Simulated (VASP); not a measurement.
Wanted: the native input for a VASP 6.6.1 run.

```
Task                   : single point
Functional             : PBE
Potentials or basis    : VASP PAW PBE potentials, release 64 (Pb_d, Se)
Cutoff                 : 520 eV
k mesh                 : 7 × 7 × 6
Occupations            : fermi-dirac, width 0.05 eV
Spin                   : no spin polarisation
Dipole correction      : no
Further INCAR settings : ALGO = Normal; EDIFF = 1e-06; NBANDS = 28
```

The structure of PbSe lies in POSCAR:

```
PbSe
1.0
    2.1257530660     -6.0510460072      0.0000000000
    2.1257530660      6.0510460072      0.0000000000
    0.0000000000      0.0000000000      4.3903443916
Pb Se
2 2
Direct
    0.3682392700      0.6317607300      0.2500000000
    0.6317607300      0.3682392700      0.7500000000
    0.1387100400      0.8612899600      0.2500000000
    0.8612899600      0.1387100400      0.7500000000
```

One way to write it, as run:

INCAR

```
SYSTEM = PbSe
  PREC = Accurate
  ENCUT = 520
  EDIFF = 1E-6
  ISMEAR = -1
  SIGMA = 0.05
  LREAL = .False.
  LASPH = .True.
  NELM = 80
  ALGO = Normal
  ISIF = 2
  LWAVE = .False.
  LCHARG = .False.
  GGA = PE
  NBANDS = 28
```

KPOINTS

```
regular mesh
0
Gamma
  7 7 6
  0 0 0
```

Potentials or basis: VASP PAW PBE potentials, release 64 (Pb_d, Se).

Command:

```bash
$ cat potpaw_PBE.64/Pb_d/POTCAR potpaw_PBE.64/Se/POTCAR > POTCAR
$ mpirun -np 1 vasp_std > vasp.out
```

It gave:

| Item | Value |
| --- | --- |
| Pressure | 3.2 GPa |
| Largest force | 0.318 eV/Å |
| Band gap on the k mesh | 0.96 eV, indirect (least direct gap 1.00 eV) |

Caveat: spin-orbit coupling is left out, which moves the levels of the heavy elements.

It took 2.2 min on 1 thread of AMD EPYC 9R45 96-Core Processor (Zen 5), with other jobs on the host, peak memory 0.35 GiB.
